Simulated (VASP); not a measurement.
Here is a VASP 6.6.1 calculation.

File INCAR:

```
ALGO = Normal
EDIFF = 1E-6
ENCUT = 510
GGA = CA
GGA_COMPAT = F
ISIF = 2
ISMEAR = 0
ISYM = 0
LASPH = T
LCHARG = F
LREAL = F
LWAVE = F
NBANDS = 36
NELM = 120
PREC = Accurate
SIGMA = 0.1
```

File KPOINTS:

```
k-points
0
Gamma
  10 10 6
```

File POSCAR:

```
TaAs
1.0
    3.4052035106      0.0000000000      0.0000000000
    0.0000000000      3.4052035106      0.0000000000
    1.7026017553     -1.7026017553      5.7545423161
Ta As
2 2
Direct
    0.4996956040      1.0003043960      1.0006087920
    0.2496956040      0.7503043960      0.5006087920
    0.9177049760      0.5822950240      0.1645900480
    0.6677049760      0.3322950240      0.6645900480
```

Potentials or basis: VASP PAW LDA potentials, release 64 (Ta_sv_GW, As_d).

The run is started by

```console
$ cat potpaw_LDA.64/Ta_sv_GW/POTCAR potpaw_LDA.64/As_d/POTCAR > POTCAR
$ mpirun -np 1 vasp_std > vasp.out
```

(1) Estimate the band gap on the k mesh.

(2) Estimate the pressure.

(3) Estimate the largest force.

Results:

(1) 0.03 eV.

(2) 0.4 GPa.

(3) 0.010 eV/Å.

Caveat: spin-orbit coupling is left out, which moves the levels of the heavy elements.
